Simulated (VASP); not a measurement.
Write the native input for VASP 6.6.1 that does the following.

```
Task                   : single point
Functional             : LDA
Potentials or basis    : VASP PAW LDA potentials, release 64 (Mg, S)
Cutoff                 : 520 eV
k mesh                 : 8 × 8 × 8
Occupations            : fermi-dirac, width 0.02 eV
Spin                   : no spin polarisation
Dipole correction      : no
Further INCAR settings : ALGO = Normal; EDIFF = 1e-06; NBANDS = 11
```

The structure of MgS lies in POSCAR:

```
MgS
1.0
    0.0000000000      2.7969560140      2.7969560140
    2.7969560140      0.0000000000      2.7969560140
    2.7969560140      2.7969560140      0.0000000000
Mg S
1 1
Direct
    0.0000000000      0.0000000000      0.0000000000
    0.7500000000      0.7500000000      0.7500000000
```

The input as run:

INCAR

```
SYSTEM = MgS
ALGO = Normal ; EDIFF = 1E-6
ENCUT = 520 ; GGA = CA
ISIF = 2 ; ISMEAR = -1
LASPH = .True. ; LCHARG = .False.
LREAL = .False. ; LWAVE = .False.
NBANDS = 11 ; NELM = 60
PREC = Accurate ; SIGMA = 0.02
```

KPOINTS

```
k-points
0
Gamma
  8 8 8
  0 0 0
```

Potentials or basis: VASP PAW LDA potentials, release 64 (Mg, S).

Launch:

```console
$ cat potpaw_LDA.64/Mg/POTCAR potpaw_LDA.64/S/POTCAR > POTCAR
$ mpirun -np 1 vasp_std > vasp.out
```

It gave:

| Item | Value |
| --- | --- |
| Pressure | -0.3 GPa |
| Band gap on the k mesh | 3.38 eV, direct |

Run time: 6.1 s on 1 thread of AMD EPYC 9R45 96-Core Processor (Zen 5) (shared host), peak memory 0.12 GiB.
